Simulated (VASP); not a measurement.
Here is a VASP 6.6.1 calculation.

Contents of INCAR:

```
  PREC = Accurate
  ENCUT = 520
  EDIFF = 1E-6
  ISMEAR = -1
  SIGMA = 0.05
  LREAL = F
  LASPH = T
  NELM = 100
  ALGO = Normal
  ISIF = 2
  LWAVE = F
  LCHARG = F
  GGA = PE
  NBANDS = 15
```

KPOINTS

```
Automatic mesh
0
Gamma
  4 4 1
```

POSCAR

```
HfH4
1.0
    6.5863200000      0.0000000000      0.0000000000
    0.0000000000      6.5863200000      0.0000000000
    0.0000000000      0.0000000000     28.0592400000
Hf H
1 4
Direct
    0.5000000000      0.5000000000      0.2851100000
    0.2724200000      0.5000000000      0.3228700000
    0.7275800000      0.5000000000      0.3228700000
    0.5000000000      0.7275800000      0.2473500000
    0.5000000000      0.2724200000      0.2473500000
```

Potentials or basis: VASP PAW PBE potentials, release 64 (Hf_pv, H).

Run with:

```sh
$ cat potpaw_PBE.64/Hf_pv/POTCAR potpaw_PBE.64/H/POTCAR > POTCAR
$ mpirun -np 1 vasp_std > vasp.out
```

(1) What does it give for the largest force?

(2) Predict the band gap on the k mesh.

Answers

(1) 0.015 eV/Å.

(2) 3.88 eV.

Caveat: spin-orbit coupling is left out, which moves the levels of the heavy elements.
